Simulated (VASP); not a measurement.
Si, 4 atoms in the cell. It takes space group C2/m (No. 12, monoclinic). Conventional cell: a = 2.608 Å, b = 4.518 Å, c = 9.886 Å, α = 90.00°, β = 91.51°, γ = 90.00°. Within 3.8 Å of Si (site symmetry m) lie 20 Si at 2.47 to 3.79 Å. Within 3.3 Å of Si (site symmetry m) lie 8 Si at 2.47 to 2.61 Å.  This cell differs from its parent crystal: the part above a cut slid along it.

```yaml
Program: VASP 6.6.1
Task: single point
Functional: LDA
Potentials_or_basis: VASP PAW LDA potentials, release 64 (Si)
Cutoff: 520 eV
k_mesh: 26 × 26 × 6
Occupations: gaussian, width 0.15 eV
Spin: no spin polarisation
Dipole_correction: no
Further_INCAR_settings: ALGO = Normal; EDIFF = 1e-06; NBANDS = 16
```

Potentials or basis: VASP PAW LDA potentials, release 64 (Si).

The run is started by

```sh
$ cat potpaw_LDA.64/Si/POTCAR > POTCAR
$ mpirun -np 1 vasp_std > vasp.out
```

Hardware: 1 thread of Intel Xeon 8259CL, with other jobs on the host.

Estimate the wall time of this run.

It took 17 min on 1 thread of Intel Xeon 8259CL (shared host), peak memory 0.72 GiB. Counts: scf iterations 12, k points 1068.
